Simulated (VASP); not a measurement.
Crystal: TiTe2.

```xyz
3
Lattice="3.7770 0.0000 0.0000 -1.8885 3.2710 0.0000 0.0000 0.0000 6.4980" Properties=species:S:1:pos:R:3 pbc="T T T"
Te    0.0000    2.1807    4.7903
Te    1.8885    1.0903    1.7077
Ti    0.0000    0.0000    0.0000
```

* Program: VASP 6.6.1
* Task: relaxation of cell and atoms
* Functional: RPBE
* Dispersion: D3(BJ)
* Potentials or basis: VASP PAW PBE potentials, release 64 (Te, Ti_sv)
* Cutoff: 600 eV
* k mesh: 8 × 8 × 4
* Occupations: fermi-dirac, width 0.05 eV
* Spin: no spin polarisation

At the start: pressure -16.1 GPa; volume 26.76 Å³/atom.

Problem. How do energy, volume and symmetry change on relaxing?

Solution. Over 13 steps the energy falls by 672.3 meV/atom and the volume is 18.14 Å³/atom (-32.2 %); space group P-3m1 (No. 164, to 0.1 Å) before and after.

The path:
```tsv
step	energy change (eV)	largest force (eV/Å)	pressure (GPa)	volume (Å³)
1	0.0000	0.4969	-16.07	80.28
2	-0.3823	5.9965	25.56	52.95
3	-1.1018	2.5741	-1.00	63.14
4	-1.7013	2.0955	0.54	57.57
5	-1.8871	0.3608	9.67	51.31
6	-1.9349	1.2083	4.83	53.57
7	-1.9388	1.0180	5.92	52.99
8	-1.8713	1.1466	-8.87	57.56
9	-2.0021	0.0567	-0.91	54.78
10	-2.0169	0.0199	-0.08	54.44
11	-2.0169	0.0225	-0.04	54.43
12	-2.0169	0.0094	0.09	54.40
13	-2.0170	0.0032	0.06	54.41
```

Final structure:
```cif
data_structure
_symmetry_space_group_name_H-M 'P 1'
_symmetry_Int_Tables_number 1
_cell_length_a 3.2372
_cell_length_b 3.2372
_cell_length_c 5.9952
_cell_angle_alpha 90.000
_cell_angle_beta 90.000
_cell_angle_gamma 120.000
_cell_volume 54.41
loop_
_atom_site_label
_atom_site_type_symbol
_atom_site_fract_x
_atom_site_fract_y
_atom_site_fract_z
_atom_site_occupancy
Te1 Te 0.33333 0.66667 0.69904 1
Te2 Te 0.66667 0.33333 0.30096 1
Ti1 Ti 0.00000 0.00000 0.00000 1
```

Caveat: the volume moved by over 15 % at a fixed basis, so the end points are rough; the dispersion term is far too large for a dense solid, which distorts pressure and volume; the PAW data sets were made with another functional, which shifts forces and pressure a little.
